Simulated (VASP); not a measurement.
# Ti4N3O (Pm-3m) in VASP: a series of runs

The runs below take Ti4N3O through single point, with PBE.

Everything below comes from runs of VASP 6.6.1. Logs are shortened: lines on timing, memory, paths and dates and some standing lists are left out, and cuts for length are marked.

### 1 The cell of the first run

Symmetry: Pm-3m, No. 221, cubic system. Conventional cell: a = 4.338 Å, b = 4.338 Å, c = 4.338 Å, α = 90.00°, β = 90.00°, γ = 90.00°. Within 2.9 Å of Ti (site symmetry m-3m) lie 6 N at 2.17 Å. Ti (site symmetry 4/mmm) has 4 N at 2.17 Å and 2 O at 2.17 Å within 2.9 Å. Within 2.9 Å of N (site symmetry 4/mmm) lie 6 Ti at 2.17 Å. Within 2.9 Å of O (site symmetry m-3m) lie 6 Ti at 2.17 Å.

### 2 Single point, PBE (10.20 Å³/atom)

Input file INCAR:

```
SYSTEM = Ti4N3O
ALGO = Normal
EDIFF = 1E-6
ENCUT = 520
GGA = PE
ISIF = 2
ISMEAR = 0
LASPH = .True.
LCHARG = .True.
LELF = .True.
LREAL = .False.
LVHAR = .True.
LWAVE = .False.
NBANDS = 44
NELM = 100
PREC = Accurate
SIGMA = 0.1
```

Input file KPOINTS:

```
k-points
0
Gamma
  10 10 10
  0 0 0
```

Input file POSCAR:

```
Ti4N3O
1.0
    4.3379427530      0.0000000000      0.0000000000
    0.0000000000      4.3379427530      0.0000000000
    0.0000000000      0.0000000000      4.3379427530
Ti N O
4 3 1
Direct
    0.0000000000      0.0000000000      0.0000000000
    0.5000000000      0.0000000000      0.5000000000
    0.0000000000      0.5000000000      0.5000000000
    0.5000000000      0.5000000000      0.0000000000
    0.0000000000      0.5000000000      0.0000000000
    0.5000000000      0.0000000000      0.0000000000
    0.0000000000      0.0000000000      0.5000000000
    0.5000000000      0.5000000000      0.5000000000
```

Potentials or basis: VASP PAW PBE potentials, release 64 (Ti_sv, N, O).

Run with:

```bash
$ cat potpaw_PBE.64/Ti_sv/POTCAR potpaw_PBE.64/N/POTCAR potpaw_PBE.64/O/POTCAR > POTCAR
$ mpirun -np 1 vasp_std > vasp.out
```

OUTCAR:

```text
SYSTEM = Ti4N3O
   EDIFF = 1E-6
   ENCUT = 520
   GGA = PE
   ISIF = 2
   ISMEAR = 0
   LASPH = .True.
   LREAL = .False.
   NELM = 100
   PREC = Accurate

 ion  position               nearest neighbor table
   1  0.000  0.000  0.000-   5 2.17   6 2.17   7 2.17   7 2.17   5 2.17   6 2.17
   2  0.500  0.000  0.500-   6 2.17   7 2.17   8 2.17   6 2.17   8 2.17   7 2.17
   3  0.000  0.500  0.500-   5 2.17   7 2.17   8 2.17   5 2.17   7 2.17   8 2.17
   4  0.500  0.500  0.000-   5 2.17   6 2.17   8 2.17   8 2.17   6 2.17   5 2.17
   5  0.000  0.500  0.000-   1 2.17   3 2.17   4 2.17   3 2.17   1 2.17   4 2.17
   6  0.500  0.000  0.000-   1 2.17   2 2.17   4 2.17   2 2.17   4 2.17   1 2.17
   7  0.000  0.000  0.500-   1 2.17   2 2.17   3 2.17   1 2.17   3 2.17   2 2.17
   8  0.500  0.500  0.500-   2 2.17   3 2.17   4 2.17   4 2.17   2 2.17   3 2.17

  LATTYP: Found a simple cubic cell.
 ALAT       =     4.3379427530

  Lattice vectors:

 A1 = (   4.3379427530,   0.0000000000,   0.0000000000)
 A2 = (   0.0000000000,   4.3379427530,   0.0000000000)
 A3 = (   0.0000000000,   0.0000000000,   4.3379427530)

Analysis of symmetry for initial positions (statically):
=====================================================================
 Subroutine PRICEL returns:
 Original cell was already a primitive cell.

 Routine SETGRP: Setting up the symmetry group for a
 simple cubic supercell.

 Subroutine GETGRP returns: Found 48 space group operations
 (whereof 48 operations were pure point group operations)
 out of a pool of 48 trial point group operations.

The static configuration has the point symmetry O_h .

Analysis of symmetry for dynamics (positions and initial velocities):
=====================================================================
 Subroutine PRICEL returns:
 Original cell was already a primitive cell.

 Routine SETGRP: Setting up the symmetry group for a
 simple cubic supercell.

 Subroutine GETGRP returns: Found 48 space group operations
 (whereof 48 operations were pure point group operations)
 out of a pool of 48 trial point group operations.

The dynamic configuration has the point symmetry O_h .

 Subroutine INISYM returns: Found 48 space group operations
 (whereof 48 operations are pure point group operations),
 and found     1 'primitive' translations

----------------------------------------------------------------------------------------

                                     Primitive cell

  volume of cell :      81.6303

  direct lattice vectors                    reciprocal lattice vectors
     4.337942753  0.000000000  0.000000000     0.230524020  0.000000000  0.000000000
     0.000000000  4.337942753  0.000000000     0.000000000  0.230524020  0.000000000
     0.000000000  0.000000000  4.337942753     0.000000000  0.000000000  0.230524020

  length of vectors
     4.337942753  4.337942753  4.337942753     0.230524020  0.230524020  0.230524020

  position of ions in fractional coordinates (direct lattice)
     0.000000000  0.000000000  0.000000000
     0.500000000  0.000000000  0.500000000
     0.000000000  0.500000000  0.500000000
     0.500000000  0.500000000  0.000000000
     0.000000000  0.500000000  0.000000000
     0.500000000  0.000000000  0.000000000
     0.000000000  0.000000000  0.500000000
     0.500000000  0.500000000  0.500000000

  ion indices of the primitive-cell ions
   primitive index   ion index
                 1           1
                 2           2
                 3           3
                 4           4
                 5           5
                 6           6
                 7           7
                 8           8

----------------------------------------------------------------------------------------

 KPOINTS: k-points

Automatic generation of k-mesh.
 Grid dimensions read from file:
 generate k-points for:   10   10   10

 Generating k-lattice:

  Cartesian coordinates                     Fractional coordinates (reciprocal lattice)
     0.023052402  0.000000000  0.000000000     0.100000000  0.000000000  0.000000000
     0.000000000  0.023052402  0.000000000     0.000000000  0.100000000  0.000000000
     0.000000000  0.000000000  0.023052402     0.000000000  0.000000000  0.100000000

  Length of vectors
     0.023052402  0.023052402  0.023052402

  Shift w.r.t. Gamma in fractional coordinates (k-lattice)
     0.000000000  0.000000000  0.000000000

 Subroutine IBZKPT returns following result:
 ===========================================

 Found     56 irreducible k-points:

 Following reciprocal coordinates:
            Coordinates               Weight
  0.000000  0.000000  0.000000      1.000000
  0.100000  0.000000  0.000000      6.000000
  0.200000  0.000000  0.000000      6.000000
  0.300000  0.000000  0.000000      6.000000
  0.400000  0.000000  0.000000      6.000000
  0.500000  0.000000  0.000000      3.000000
[... 16 lines left out ...]
  0.200000  0.100000  0.100000     24.000000
  0.300000  0.100000  0.100000     24.000000
 [... further k-points ...]
   k-points           NKPTS =     56   k-points in BZ     NKDIM =     56   number of bands    NBANDS=     44
   number of dos      NEDOS =    301   number of ions     NIONS =      8
   total plane-waves  NPLWV =  32768
   dimension x,y,z NGX =    32 NGY =   32 NGZ =   32
   dimension x,y,z NGXF=    64 NGYF=   64 NGZF=   64
   ions per type =               4   3   1
   NGX,Y,Z   is equivalent  to a cutoff of  12.26, 12.26, 12.26 a.u.
   NGXF,Y,Z  is equivalent  to a cutoff of  24.53, 24.53, 24.53 a.u.
 SYSTEM =  Ti4N3O
   PREC   = accura    normal or accurate (medium, high low for compatibility)
   ISTART =      0    job   : 0-new  1-cont  2-samecut
   ICHARG =      2    charge: 1-file 2-atom 10-const
   ISPIN  =      1    spin polarized calculation?
   LNONCOLLINEAR =      F non collinear calculations
   LSORBIT =      F    spin-orbit coupling
   LASPH  =      T    aspherical Exc in radial PAW
   ENCUT  =  520.0 eV  38.22 Ry    6.18 a.u.   8.07  8.07  8.07*2*pi/ulx,y,z
   NELM   =    100;   NELMIN=  2; NELMDL= -5     # of ELM steps
   EDIFF  = 0.1E-05   stopping-criterion for ELM
   LREAL  =      F    real-space projection
   EDIFFG = 0.1E-04   stopping-criterion for IOM
   NSW    =      0    number of steps for IOM
   IBRION =     -1    ionic relax: 0-MD 1-quasi-New 2-CG
   NFREE  =      0    steps in history (QN), initial steepest desc. (CG)
   ISIF   =      2    stress and relaxation
   ISYM   =      2    0-nonsym 1-usesym 2-fastsym
   POTIM  = 0.5000    time-step for ionic-motion
   TEBEG  =    0.0;   TEEND  =   0.0 temperature during run
   PSTRESS=    0.0 pullay stress
   NELECT =      69.0000    total number of electrons
   NUPDOWN=      -1.0000    fix difference up-down
   EMIN   =  10.00;   EMAX   =-10.00  energy-range for DOS
   EFERMI =   0.00;   METHOD = LEGACY
   ISMEAR =     0;   SIGMA  =   0.10  broadening in eV -4-tet -1-fermi 0-gaus
   EFERMI_NEDOS =   21; number of points for ismear=-14 and -15
   IALGO  =     38    algorithm
   IMIX   =      4    mixing-type and parameters
     AMIX     =   0.40;   BMIX     =  1.00
     AMIX_MAG =   1.60;   BMIX_MAG =  1.00
  volume/ion in A,a.u.               =      10.20        68.86
  Fermi-wavevector in a.u.,A,eV,Ry     =   1.547892  2.925092 32.599154  2.395970
  Thomas-Fermi vector in A             =   2.652921
   LORBIT       =      0    0 simple, 1 ext, 2 COOP (PROOUT), +10 PAW based schemes
   GGA     = PE    functional components
   LHFCALC =     F    Hartree Fock is set to
   AEXX    =    0.0000 exact exchange contribution
   IVDW    =     0    specifies the selected vdW correction
   LEPSILON=     F    determine dielectric tensor
   LRPA    =     F    only Hartree local field effects (RPA)
 non-spin polarized calculation
 Gauss-broadening in eV      SIGMA  =   0.10
  energy-cutoff  :      520.00
  volume of cell :       81.63
 maximum number of plane-waves:      2272
   NGX = 17   NGY = 17   NGZ = 17

 number of electron      69.0000012 magnetization

 Free energy of the ion-electron system (eV)
  ---------------------------------------------------
  ext. energy  EPLUGINS =         0.00000000
  ---------------------------------------------------
  free energy    TOTEN  =       -76.23674880 eV

  energy without entropy =      -76.20719395  energy(sigma->0) =      -76.22197138

 E-fermi :  10.7340     XC(G=0): -12.6254

 val. band max:       10.7279728154   @ k =   0.2000   0.1000   0.1000
 cond. band min:      10.7384570080   @ k =   0.4000   0.3000   0.0000
 fundamental gap:      0.0104841926
 Fermi energy:        10.7340463601

 k-point     1 :       0.0000    0.0000    0.0000
  band No.  band energies     occupation
      1     -47.2850      2.00000
      2     -47.2011      2.00000
      3     -47.2011      2.00000
      4     -47.1315      2.00000
      5     -23.7499      2.00000
      6     -23.7499      2.00000
[... 36 lines left out ...]
     43      12.1697      0.00000
     44      12.3389      0.00000

 k-point     2 :       0.1000    0.0000    0.0000
  band No.  band energies     occupation
      1     -47.2829      2.00000
      2     -47.2026      2.00000
      3     -47.2011      2.00000
      4     -47.1321      2.00000
      5     -23.7442      2.00000
      6     -23.7442      2.00000
[... 36 lines left out ...]
     43      12.3637      0.00000
     44      12.4237      0.00000

 k-point     3 :       0.2000    0.0000    0.0000
  band No.  band energies     occupation
      1     -47.2766      2.00000
      2     -47.2074      2.00000
      3     -47.2010      2.00000
      4     -47.1335      2.00000
      5     -23.7281      2.00000
      6     -23.7281      2.00000
[... 976 lines left out ...]
     43      12.5532      0.00000
     44      12.7485      0.00000

 k-point    24 :       0.3000    0.1000    0.1000
  band No.  band energies     occupation
      1     -47.2639      2.00000
      2     -47.2149      2.00000
      3     -47.2032      2.00000
      4     -47.1361      2.00000
      5     -23.7399      2.00000
      6     -23.6890      2.00000
[... 36 lines left out ...]
     43      12.4270      0.00000
     44      12.7077      0.00000

 [... further k-points ...]
[... 5 lines left out ...]
  --------------------------------------------------------------------------------------
  -------------------------------------------------------------------------------------
  Total       -6.6967702     -6.6967702     -6.6967702     -0.0000000     -0.0000000      0.0000000
  in kB     -131.4390858   -131.4390858   -131.4390858     -0.0000000     -0.0000000      0.0000000
  external PRESSURE =    -131.4390858 kB  Pullay stress =       0.0000000 kB

 VOLUME and BASIS-vectors are now :
 -----------------------------------------------------------------------------
  energy-cutoff  :      520.00
  volume of cell :       81.63
      direct lattice vectors                 reciprocal lattice vectors
     4.337942753  0.000000000  0.000000000     0.230524020  0.000000000  0.000000000
     0.000000000  4.337942753  0.000000000     0.000000000  0.230524020  0.000000000
     0.000000000  0.000000000  4.337942753     0.000000000  0.000000000  0.230524020

 POSITION                                       TOTAL-FORCE (eV/Angst)
 -----------------------------------------------------------------------------------
      0.00000      0.00000      0.00000         0.000000      0.000000      0.000000
      2.16897      0.00000      2.16897         0.000000      0.000000      0.000000
      0.00000      2.16897      2.16897         0.000000      0.000000      0.000000
      2.16897      2.16897      0.00000         0.000000      0.000000      0.000000
      0.00000      2.16897      0.00000         0.000000      0.000000      0.000000
      2.16897      0.00000      0.00000         0.000000      0.000000      0.000000
      0.00000      0.00000      2.16897         0.000000      0.000000      0.000000
      2.16897      2.16897      2.16897         0.000000      0.000000      0.000000
 -----------------------------------------------------------------------------------
    total drift:                                0.000000     -0.000000     -0.000000

  FREE ENERGIE OF THE ION-ELECTRON SYSTEM (eV)
  ---------------------------------------------------
  free  energy   TOTEN  =       -76.2367487989 eV

  energy  without entropy=      -76.2071939543  energy(sigma->0) =      -76.22197138
```

Wall time 2.7 min (1 thread of Intel Xeon Platinum 8488C (Sapphire Rapids), shared host); peak memory 0.29 GiB.

Results:

```yaml
Free_energy: -76.2367 eV
Pressure: -13.1 GPa
Band_gap_on_the_k_mesh: zero (an odd number of electrons rules out a gap without spin polarisation)
```

Caveat: the cell stands under tension; an odd number of electrons without spin polarisation forces a metal; a magnetic or distorted state may lie lower.

### 3 Single point, PBE (10.59 Å³/atom)

This run uses another cell than the first one, of 10.59 Å³/atom.

Input file INCAR:

```
PREC = Accurate
ENCUT = 520
EDIFF = 1E-6
ISMEAR = 0
SIGMA = 0.1
LREAL = False
LASPH = True
NELM = 60
ALGO = Normal
ISIF = 2
LWAVE = False
LCHARG = True
GGA = PE
LELF = True
LVHAR = True
NBANDS = 44
```

Input file KPOINTS:

```
regular mesh
0
Gamma
  10 10 10
```

POSCAR: that of step 2 with these lines changed.

```diff
@@ -2,5 +2,5 @@
 1.0
-    4.3379427530      0.0000000000      0.0000000000
-    0.0000000000      4.3379427530      0.0000000000
-    0.0000000000      0.0000000000      4.3379427530
+    4.3918357512      0.0000000000      0.0000000000
+    0.0000000000      4.3918357512      0.0000000000
+    0.0000000000      0.0000000000      4.3918357512
 Ti N O
```

Potentials or basis: VASP PAW PBE potentials, release 64 (Ti_sv, N, O).

Run with:

```bash
$ cat potpaw_PBE.64/Ti_sv/POTCAR potpaw_PBE.64/N/POTCAR potpaw_PBE.64/O/POTCAR > POTCAR
$ mpirun -np 1 vasp_std > vasp.out
```

Run time: 3.8 min. Hardware: 1 thread of Intel Xeon Platinum 8488C (Sapphire Rapids), shared host; peak memory 0.3 GiB.

It converged, with:

```yaml
Free_energy: -75.9194 eV
Pressure: -20.1 GPa
Band_gap_on_the_k_mesh: zero (an odd number of electrons rules out a gap without spin polarisation)
```

Levels at points of the mesh, in eV from the Fermi level:
```
           k point  band 30  band 31  band 32  band 33  band 34  band 35  band 36  band 37  band 38  band 39
(0.00, 0.00, 0.00)    -2.75    -2.75    -2.75    -2.25    -2.25    -2.25    -0.62    -0.62    -0.62     0.43
(0.50, 0.00, 0.00)    -3.89    -3.08    -3.08    -1.87    -1.74     0.31     0.31     0.70     0.70     0.83
(0.50, 0.50, 0.00)    -4.74    -4.73    -4.72     0.29     0.63     0.71     0.71     0.74     1.19     1.19
(0.50, 0.50, 0.50)    -5.01    -4.97    -4.97     1.16     1.16     1.16     1.27     1.27     1.27     1.38
```

Caveat: the cell stands under tension; an odd number of electrons without spin polarisation forces a metal; a magnetic or distorted state may lie lower.
